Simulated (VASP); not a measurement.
Write the native input for VASP 6.6.1 that does the following.

```yaml
Task: single point
Functional: PBE
Potentials_or_basis: VASP PAW PBE potentials, release 64 (Ti_sv, B)
Cutoff: 500 eV
k_mesh: 18 × 18 × 14
Occupations: tetrahedron
Spin: no spin polarisation
Dipole_correction: no
Further_INCAR_settings: ALGO = Normal; EDIFF = 1e-06; NBANDS = 16
```

The structure of TiB2 lies in POSCAR:

```
TiB2
1.0
    3.0318049186      0.0000000000      0.0000000000
   -1.5159024593      2.6256200788      0.0000000000
    0.0000000000      0.0000000000      3.2242298102
Ti B
1 2
Direct
    0.0000000000      0.0000000000      0.0000000000
    0.3333333333      0.6666666667      0.5000000000
    0.6666666667      0.3333333333      0.5000000000
```

One way to write it, as run:

INCAR

```
ALGO     = Normal         # electronic algorithm
EDIFF    = 1E-6           # SCF threshold, eV
ENCUT    = 500            # plane-wave cutoff, eV
GGA      = PE             # functional
GGA_COMPAT= F            
ISIF     = 2              # what is computed and relaxed
ISMEAR   = -4             # smearing method
LASPH    = T              # aspherical terms in the spheres
LCHARG   = F              # write CHGCAR
LREAL    = F              # projectors in reciprocal space
LWAVE    = F              # write WAVECAR
NBANDS   = 16             # bands
NELM     = 120            # most SCF steps
PREC     = Accurate       # precision mode
SIGMA    = 0.1            # smearing width, eV
```

KPOINTS

```
k-points
0
Gamma
  18 18 14
```

Potentials or basis: VASP PAW PBE potentials, release 64 (Ti_sv, B).

Launch:

```bash
$ cat potpaw_PBE.64/Ti_sv/POTCAR potpaw_PBE.64/B/POTCAR > POTCAR
$ mpirun -np 1 vasp_std > vasp.out
```

Results of the run:

```
Pressure               : 0.3 GPa
Band gap on the k mesh : zero (band 9 reaches 10.40 eV, above the bottom of band 10 at 9.80 eV)
```

Wall time 52 s on 1 thread of Intel(R) Xeon(R) 6975P-C (Granite Rapids), on a shared host, peak memory 0.24 GiB.
